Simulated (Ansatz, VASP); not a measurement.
**Two plane-wave programs on ScNb**

File INCAR:

```
SYSTEM = ScNb
  PREC = Accurate
  ENCUT = 520
  EDIFF = 1E-6
  ISMEAR = -5
  SIGMA = 0.1
  LREAL = .FALSE.
  LASPH = .TRUE.
  NELM = 60
  ALGO = Normal
  ISIF = 2
  LWAVE = .FALSE.
  LCHARG = .TRUE.
  GGA = RE
  LELF = .TRUE.
  LVHAR = .TRUE.
  NBANDS = 19
```

Contents of KPOINTS:

```
regular mesh
0
G
  6 6 4
  0 0 0
```

The input POSCAR:

```
ScNb
1.0
    3.3285756241      0.0000000000      0.0000000000
   -1.6642878120      2.8826310489      0.0000000000
    0.0000000000      0.0000000000      5.5072210994
Sc Nb
1 1
Direct
    0.0000000000      0.0000000000      0.0000000000
    0.3333333333      0.6666666667      0.5000000000
```

Input for Ansatz:

```yaml
crystal:
  lattice:
    - [3.3285756241, 0.0, 0.0]
    - [-1.664287812, 2.8826310489, 0.0]
    - [0.0, 0.0, 5.5072210994]
  atoms:
    - { symbol: Sc, position: [0.0, 0.0, 0.0] }
    - { symbol: Nb, position: [0.3333333333, 0.6666666667, 0.5] }
basis:
  ecutwfc: 420
kpoints:
  mp_grid: { grid: [6, 6, 4] }
hamiltonian:
  xc: revpbe
scf:
  occupations: { method: tetrahedron }
  max_iter: 30
  convergence: { dr2_threshold: "1e-7 eV" }
output:
  forces: true
  stress: true
  eigenvalues: true
  populations: true
```

Alike in both runs: task single point; functional revPBE; k mesh 6 × 6 × 4; occupations tetrahedron; no spin polarisation.

|  | VASP | Ansatz |
| --- | --- | --- |
| version | VASP 6.6.1 | Ansatz 0.2.0 |
| potentials or method | VASP PAW PBE potentials, release 64 (Sc_sv, Nb_sv), cutoff 520 eV | scalar-relativistic, plane waves, PAW |
| valence electrons in the cell | 24 | 24 |

VASP gave:

```
gap on the k mesh at the Fermi level (eV)                     : none
pressure (GPa)                                                : -14.7
traceless stress, the component that is largest in VASP (GPa) : 0.50
```

Problem. Estimate Ansatz's values.

Solution. gap on the k mesh at the Fermi level (eV): none; pressure (GPa): -14.6; traceless stress, the component that is largest in VASP (GPa): 0.45.

VASP's potentials were made for PBE, not for revPBE. A gap of «none» marks a metal or a gap that the smearing closes. Ansatz's warnings: band table not solved further, stress scf threshold loose, tetrahedron derivatives may miss energy slope.

The k mesh is coarse, so the values compare programs but aren't converged.
